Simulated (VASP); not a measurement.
Set up this calculation in VASP 6.6.1, as the native input.

- Task: single point
- Functional: BLYP
- Dispersion: D4
- Potentials or basis: VASP PAW PBE potentials, release 64 (Sb)
- Cutoff: 520 eV
- k mesh: 7 × 7 × 7
- Occupations: fermi-dirac, width 0.1 eV
- Spin: non-collinear spin, zero start, spin-orbit coupling
- Starting moments: [[0.0, 0.0, 0.0]] μB
- Dipole correction: no
- Further INCAR settings: ALGO = Normal; EDIFF = 1e-06; NBANDS = 16

The structure of Sb lies in POSCAR:

```
Sb
1.0
   -1.8713408863      1.8713408863      1.8713408863
    1.8713408863     -1.8713408863      1.8713408863
    1.8713408863      1.8713408863     -1.8713408863
Sb
1
Direct
    0.0000000000      0.0000000000      0.0000000000
```

One way to write it, as run:

INCAR

```
SYSTEM = Sb
PREC     = Accurate       ! precision mode
ENCUT    = 520            ! plane-wave cutoff, eV
EDIFF    = 1E-6           ! SCF threshold, eV
ISMEAR   = -1             ! smearing method
SIGMA    = 0.1            ! smearing width, eV
LREAL    = .False.        ! projectors in reciprocal space
LASPH    = .True.         ! aspherical terms in the spheres
NELM     = 150            ! most SCF steps
ALGO     = Normal         ! electronic algorithm
ISIF     = 2              ! what is computed and relaxed
LWAVE    = .False.        ! write WAVECAR
LCHARG   = .False.        ! write CHGCAR
MAGMOM   = 0 0 0          ! initial moments
LORBIT   = 11             ! projections on sites
LSORBIT  = .True.         ! spin-orbit coupling
GGA_COMPAT= .False.      
LORBMOM  = .True.       
GGA      = B5             ! functional
ALDAX    = 1.0          
AGGAX    = 1.0          
AGGAC    = 1.0          
ALDAC    = 0.0          
IVDW     = 13             ! dispersion correction
VDW_S6   = 1.0          
VDW_S8   = 2.34076671   
VDW_A1   = 0.44488865   
VDW_A2   = 4.0933009    
NBANDS   = 16             ! bands
```

KPOINTS

```
Automatic mesh
0
Gamma
  7 7 7
  0 0 0
```

Potentials or basis: VASP PAW PBE potentials, release 64 (Sb).

Command:

```sh
$ cat potpaw_PBE.64/Sb/POTCAR > POTCAR
$ mpirun -np 1 vasp_ncl > vasp.out
```

It gave:

The pressure is 3.4 GPa and the net moment is 0.00 μB per cell. The valence electrons inside the program's atomic spheres are Sb 2.41 and the dispersion energy per atom is -1.095 eV.

Caveat: the PAW data sets were made with another functional, which shifts forces and pressure a little.

Run time: 38 s on 1 thread of Intel Xeon 8259CL (shared host), peak memory 0.19 GiB.
